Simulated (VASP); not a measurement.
# YSb (Fm-3m) in VASP: vibrations by perturbation theory with LDA

Aim: the vibrations by perturbation theory of YSb with LDA.

Everything below comes from runs of VASP 6.6.1. Logs are shortened: lines on timing, memory, paths and dates and some standing lists are left out, and cuts for length are marked.

### Step 1. The cell of the first run

It takes space group Fm-3m (No. 225, cubic). Conventional cell: a = 6.060 Å, b = 6.060 Å, c = 6.060 Å, α = 90.00°, β = 90.00°, γ = 90.00°. Y (site symmetry m-3m) has 6 Sb at 3.03 Å within 4.0 Å. Sb (site symmetry m-3m) has 6 Y at 3.03 Å within 4.0 Å.

### Step 2. Vibrations by perturbation theory, LDA

The input, INCAR:

```
PREC = Accurate
ENCUT = 520
EDIFF = 1E-8
ISMEAR = -1
SIGMA = 0.15
LREAL = F
LASPH = T
NELM = 100
ALGO = Normal
ISIF = 2
LWAVE = F
LCHARG = T
IBRION = 8
NSW = 1
```

The input, KPOINTS:

```
Automatic mesh
0
Gamma
  12 12 12
```

The input, POSCAR:

```
YSb
1.0
    0.0000000000      3.0298121484      3.0298121484
    3.0298121484      0.0000000000      3.0298121484
    3.0298121484      3.0298121484      0.0000000000
Y Sb
1 1
Direct
    0.5000000000      0.5000000000      0.5000000000
    0.0000000000      0.0000000000      0.0000000000
```

Potentials or basis: VASP PAW LDA potentials, release 64 (Y_sv, Sb).

On the command line:

```sh
> cat potpaw_LDA.64/Y_sv/POTCAR potpaw_LDA.64/Sb/POTCAR > POTCAR
> mpirun -np 1 vasp_std > vasp.out
```

OUTCAR:

```text
PREC = Accurate
   ENCUT = 520
   EDIFF = 1E-8
   ISMEAR = -1
   LREAL = F
   LASPH = T
   NELM = 100
   ISIF = 2
   IBRION = 8
   NSW = 1

 ion  position               nearest neighbor table
   1  0.500  0.500  0.500-   2 3.03   2 3.03   2 3.03   2 3.03   2 3.03   2 3.03
   2  0.000  0.000  0.000-   1 3.03   1 3.03   1 3.03   1 3.03   1 3.03   1 3.03

  LATTYP: Found a face centered cubic cell.
 ALAT       =     6.0596242968

  Lattice vectors:

 A1 = (   0.0000000000,   3.0298121484,   3.0298121484)
 A2 = (   3.0298121484,   0.0000000000,   3.0298121484)
 A3 = (   3.0298121484,   3.0298121484,   0.0000000000)

Analysis of symmetry for initial positions (statically):
=====================================================================
 Subroutine PRICEL returns:
 Original cell was already a primitive cell.

 Routine SETGRP: Setting up the symmetry group for a
 face centered cubic supercell.

 Subroutine GETGRP returns: Found 48 space group operations
 (whereof 48 operations were pure point group operations)
 out of a pool of 48 trial point group operations.

The static configuration has the point symmetry O_h .

Analysis of symmetry for dynamics (positions and initial velocities):
=====================================================================
 Subroutine PRICEL returns:
 Original cell was already a primitive cell.

 Routine SETGRP: Setting up the symmetry group for a
 face centered cubic supercell.

 Subroutine GETGRP returns: Found 48 space group operations
 (whereof 48 operations were pure point group operations)
 out of a pool of 48 trial point group operations.

The dynamic configuration has the point symmetry O_h .

 Subroutine INISYM returns: Found 48 space group operations
 (whereof 48 operations are pure point group operations),
 and found     1 'primitive' translations

----------------------------------------------------------------------------------------

                                     Primitive cell

  volume of cell :      55.6259

  direct lattice vectors                    reciprocal lattice vectors
     0.000000000  3.029812148  3.029812148    -0.165026733  0.165026733  0.165026733
     3.029812148  0.000000000  3.029812148     0.165026733 -0.165026733  0.165026733
     3.029812148  3.029812148  0.000000000     0.165026733  0.165026733 -0.165026733

  length of vectors
     4.284801432  4.284801432  4.284801432     0.285834686  0.285834686  0.285834686

  position of ions in fractional coordinates (direct lattice)
     0.500000000  0.500000000  0.500000000
     0.000000000  0.000000000  0.000000000

  ion indices of the primitive-cell ions
   primitive index   ion index
                 1           1
                 2           2

----------------------------------------------------------------------------------------

 KPOINTS: Automatic mesh

Automatic generation of k-mesh.
 Grid dimensions read from file:
 generate k-points for:   12   12   12

 Generating k-lattice:

  Cartesian coordinates                     Fractional coordinates (reciprocal lattice)
    -0.013752228  0.013752228  0.013752228     0.083333333  0.000000000  0.000000000
     0.013752228 -0.013752228  0.013752228     0.000000000  0.083333333  0.000000000
     0.013752228  0.013752228 -0.013752228     0.000000000  0.000000000  0.083333333

  Length of vectors
     0.023819557  0.023819557  0.023819557

  Shift w.r.t. Gamma in fractional coordinates (k-lattice)
     0.000000000  0.000000000  0.000000000

 Subroutine IBZKPT returns following result:
 ===========================================

 Found     72 irreducible k-points:

 Following reciprocal coordinates:
            Coordinates               Weight
  0.000000  0.000000  0.000000      1.000000
  0.083333  0.000000  0.000000      8.000000
  0.166667  0.000000  0.000000      8.000000
  0.250000  0.000000  0.000000      8.000000
  0.333333  0.000000  0.000000      8.000000
  0.416667  0.000000  0.000000      8.000000
[... 16 lines left out ...]
  0.500000  0.166667  0.000000     24.000000
 -0.416667  0.166667  0.000000     24.000000
 [... further k-points ...]
   k-points           NKPTS =     72   k-points in BZ     NKDIM =     72   number of bands    NBANDS=     12
   number of dos      NEDOS =    301   number of ions     NIONS =      2
   total plane-waves  NPLWV =  32768
   dimension x,y,z NGX =    32 NGY =   32 NGZ =   32
   dimension x,y,z NGXF=    64 NGYF=   64 NGZF=   64
   ions per type =               1   1
   NGX,Y,Z   is equivalent  to a cutoff of  12.42, 12.42, 12.42 a.u.
   NGXF,Y,Z  is equivalent  to a cutoff of  24.83, 24.83, 24.83 a.u.
 SYSTEM =  unknown system
   PREC   = accura    normal or accurate (medium, high low for compatibility)
   ISTART =      0    job   : 0-new  1-cont  2-samecut
   ICHARG =      2    charge: 1-file 2-atom 10-const
   ISPIN  =      1    spin polarized calculation?
   LNONCOLLINEAR =      F non collinear calculations
   LSORBIT =      F    spin-orbit coupling
   LASPH  =      T    aspherical Exc in radial PAW
   ENCUT  =  520.0 eV  38.22 Ry    6.18 a.u.   7.97  7.97  7.97*2*pi/ulx,y,z
   NELM   =    100;   NELMIN=  2; NELMDL= -5     # of ELM steps
   EDIFF  = 0.1E-07   stopping-criterion for ELM
   LREAL  =      F    real-space projection
   EDIFFG = 0.1E-06   stopping-criterion for IOM
   NSW    =      1    number of steps for IOM
   IBRION =      8    ionic relax: 0-MD 1-quasi-New 2-CG
   NFREE  =      0    steps in history (QN), initial steepest desc. (CG)
   ISIF   =      2    stress and relaxation
   ISYM   =      2    0-nonsym 1-usesym 2-fastsym
   POTIM  = 0.5000    time-step for ionic-motion
   TEBEG  =    0.0;   TEEND  =   0.0 temperature during run
   PSTRESS=    0.0 pullay stress
   NELECT =      16.0000    total number of electrons
   NUPDOWN=      -1.0000    fix difference up-down
   EMIN   =  10.00;   EMAX   =-10.00  energy-range for DOS
   EFERMI =   0.00;   METHOD = LEGACY
   ISMEAR =    -1;   SIGMA  =   0.15  broadening in eV -4-tet -1-fermi 0-gaus
   EFERMI_NEDOS =   21; number of points for ismear=-14 and -15
   IALGO  =     38    algorithm
   IMIX   =      4    mixing-type and parameters
     AMIX     =   0.40;   BMIX     =  1.00
     AMIX_MAG =   1.60;   BMIX_MAG =  1.00
  volume/ion in A,a.u.               =      27.81       187.69
  Fermi-wavevector in a.u.,A,eV,Ry     =   1.080660  2.042152 15.889241  1.167826
  Thomas-Fermi vector in A             =   2.216657
   LORBIT       =      0    0 simple, 1 ext, 2 COOP (PROOUT), +10 PAW based schemes
   GGA     = CA    functional components
   LHFCALC =     F    Hartree Fock is set to
   AEXX    =    0.0000 exact exchange contribution
   IVDW    =     0    specifies the selected vdW correction
   LEPSILON=     F    determine dielectric tensor
   LRPA    =     F    only Hartree local field effects (RPA)
 non-spin polarized calculation
  energy-cutoff  :      520.00
  volume of cell :       55.63
 maximum number of plane-waves:      1524
   NGX = 15   NGY = 15   NGZ = 15

--------------------------------------- Ionic step        1  -------------------------------------------

 number of electron      16.0000001 magnetization

 Free energy of the ion-electron system (eV)
  ---------------------------------------------------
  ext. energy  EPLUGINS =         0.00000000
  ---------------------------------------------------
  free energy    TOTEN  =       -14.24339162 eV

  energy without entropy =      -14.21659936  energy(sigma->0) =      -14.22999549

 E-fermi :   5.4818     XC(G=0): -10.1448

 val. band max:        5.4438070540   @ k =   0.5000   0.4167   0.0000
 cond. band min:       5.5550602913   @ k =   0.4167   0.3333   0.0000
 fundamental gap:      0.1112532373
 Fermi energy:         5.4817725894

 k-point     1 :       0.0000    0.0000    0.0000
  band No.  band energies     occupation
      1     -36.9171      2.00000
      2     -17.0269      2.00000
      3     -17.0269      2.00000
      4     -17.0269      2.00000
      5      -4.6152      2.00000
      6       6.3508      0.00608
      7       6.3508      0.00608
      8       6.3508      0.00608
      9       6.5334      0.00180
     10       6.5334      0.00180
     11       6.5334      0.00180
     12       7.2564      0.00001
[... 331 lines left out ...]
 k-point    24 :      -0.4167    0.1667    0.0000
  band No.  band energies     occupation
      1     -36.9088      2.00000
      2     -17.1509      2.00000
      3     -17.0577      2.00000
      4     -17.0371      2.00000
      5      -3.0195      2.00000
      6       1.4869      2.00000
      7       3.3889      2.00000
      8       3.7059      1.99999
      9       8.0190      0.00000
     10       8.3327      0.00000
     11       8.4463      0.00000
     12      10.1554      0.00000

 [... further k-points ...]
[... 5 lines left out ...]
  --------------------------------------------------------------------------------------
  -------------------------------------------------------------------------------------
  Total        0.0532516      0.0532516      0.0532516      0.0000000      0.0000000     -0.0000000
  in kB        1.5337900      1.5337900      1.5337900      0.0000000      0.0000000     -0.0000000
  external PRESSURE =       1.5337900 kB  Pullay stress =       0.0000000 kB

 VOLUME and BASIS-vectors are now :
 -----------------------------------------------------------------------------
  energy-cutoff  :      520.00
  volume of cell :       55.63
      direct lattice vectors                 reciprocal lattice vectors
     0.000000000  3.029812148  3.029812148    -0.165026733  0.165026733  0.165026733
     3.029812148  0.000000000  3.029812148     0.165026733 -0.165026733  0.165026733
     3.029812148  3.029812148  0.000000000     0.165026733  0.165026733 -0.165026733

 POSITION                                       TOTAL-FORCE (eV/Angst)
 -----------------------------------------------------------------------------------
      3.02981      3.02981      3.02981        -0.000000     -0.000000     -0.000000
      0.00000      0.00000      0.00000         0.000000      0.000000      0.000000
 -----------------------------------------------------------------------------------
    total drift:                               -0.000000     -0.000000      0.000000

  FREE ENERGIE OF THE ION-ELECTRON SYSTEM (eV)
  ---------------------------------------------------
  free  energy   TOTEN  =       -14.2433916182 eV

  energy  without entropy=      -14.2165993564  energy(sigma->0) =      -14.22999549

[... ionic steps 2 to 3 ...]

--------------------------------------- Ionic step        4  -------------------------------------------

------------------------ aborting loop because EDIFF is reached ----------------------------------------

[... ionic steps 5 to 6 ...]

--------------------------------------- Ionic step        7  -------------------------------------------

 Free energy of the ion-electron system (eV)
  ---------------------------------------------------
  ---------------------------------------------------
  free energy    TOTEN  =        -0.02911789 eV

  energy without entropy =       -0.02911789

------------------------ aborting loop because EDIFF is reached ----------------------------------------

 INTERNAL STRAIN TENSOR  FOR ION    2  DIRECTION 1   (eV/Angst):
 -----------------------------------------------------------------------------
    -0.01474 -0.00000  0.00000
     0.00000  0.00791 -0.00000
    -0.00000 -0.00000  0.00791

 INTERNAL STRAIN TENSOR FOR ION    2 for displacements in x,y,z  (eV/Angst):
          X           Y           Z          XY          YZ          ZX
  --------------------------------------------------------------------------------
  x     0.00000     0.00000     0.00000     0.00000     0.00000     0.00000
  y     0.00000     0.00000     0.00000     0.00000     0.00000     0.00000
  z     0.00000     0.00000     0.00000     0.00000     0.00000     0.00000

 SECOND DERIVATIVES (NOT SYMMETRIZED)
 ------------------------------------
               1X          1Y          1Z          2X          2Y          2Z
  1X    -5.865958    0.000000    0.000000    5.865958    0.000000    0.000000
  1Y     0.000000   -5.865958    0.000000    0.000000    5.865958    0.000000
  1Z     0.000000    0.000000   -5.865958    0.000000    0.000000    5.865958
  2X     5.795368    0.000000    0.000000   -5.795368    0.000000    0.000000
  2Y     0.000000    5.795368    0.000000    0.000000   -5.795368    0.000000
  2Z     0.000000    0.000000    5.795368    0.000000    0.000000   -5.795368

 Eigenvectors and eigenvalues of the dynamical matrix
 ----------------------------------------------------

   1 f  =    5.268699 THz    33.104212 2PiTHz  175.744878 cm-1    21.789578 meV
             X         Y         Z           dx          dy          dz
      3.029812  3.029812  3.029812     0.000000    0.762171    0.000000
      0.000000  0.000000  0.000000     0.000000   -0.647375    0.000000
[... 21 lines left out ...]
   6 f/i=    0.015737 THz     0.098876 2PiTHz    0.524916 cm-1     0.065081 meV
             X         Y         Z           dx          dy          dz
      3.029812  3.029812  3.029812     0.000000    0.000000   -0.647375
      0.000000  0.000000  0.000000     0.000000    0.000000   -0.762171

--------------------------------------------------------------------------------------------------------

 ELASTIC MODULI CONTR FROM IONIC RELAXATION (kBar)
 Direction    XX          YY          ZZ          XY          YZ          ZX
 --------------------------------------------------------------------------------
 XX           0.0000      0.0000      0.0000      0.0000      0.0000      0.0000
 YY           0.0000      0.0000      0.0000      0.0000      0.0000      0.0000
 ZZ           0.0000      0.0000      0.0000      0.0000      0.0000      0.0000
 XY           0.0000      0.0000      0.0000      0.0000      0.0000      0.0000
 YZ           0.0000      0.0000      0.0000      0.0000      0.0000      0.0000
 ZX           0.0000      0.0000      0.0000      0.0000      0.0000      0.0000
 --------------------------------------------------------------------------------
```

Wall time 11 min (1 thread of AMD EPYC 7R43 (Zen 3), shared host); peak memory 0.36 GiB.

What came out:

```
Highest phonon frequency at Γ : 176 cm⁻¹
```

Phonon frequencies in cm⁻¹ (negative: imaginary):
| q point | frequencies |
| --- | --- |
| (0.000, 0.000, 0.000) | -1 -1 -1 176 176 176 |

Caveat: spin-orbit coupling is left out, which moves the levels of the heavy elements.
